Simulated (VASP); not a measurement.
H, 2 atoms in the cell. Symmetry: I4/mmm, No. 139, tetragonal system. Conventional cell: a = 3.383 Å, b = 3.383 Å, c = 4.117 Å, α = 90.00°, β = 90.00°, γ = 90.00°. H (site symmetry 4mm) has 1 H at 0.74 Å within 1.0 Å. 

```yaml
Program: VASP 6.6.1
Task: relaxation of cell and atoms
Functional: LDA
Potentials_or_basis: VASP PAW LDA potentials, release 64 (H)
Cutoff: 600 eV
k_mesh: 14 × 14 × 14
Occupations: fermi-dirac, width 0.1 eV
Spin: no spin polarisation
Dipole_correction: no
Further_INCAR_settings: ALGO = Normal; EDIFF = 1e-06; IBRION = 2; EDIFFG = -0.002; NSW = 100; ISIF = 3
```

Potentials or basis: VASP PAW LDA potentials, release 64 (H).

Launch:

```console
$ cat potpaw_LDA.64/H/POTCAR > POTCAR
$ mpirun -np 1 vasp_std > vasp.out
```

Hardware: 1 thread of Intel(R) Xeon(R) Platinum 8259CL CPU @ 2.50GHz (Skylake/Cascade Lake) (shared host).

**Question.** Estimate the wall time of this run.

**Answer.** It took 5.7 min on 1 thread of Intel(R) Xeon(R) Platinum 8259CL CPU @ 2.50GHz (Skylake/Cascade Lake) (shared host), peak memory 0.15 GiB. Counts: scf iterations 176, k points 244, ion steps 47.
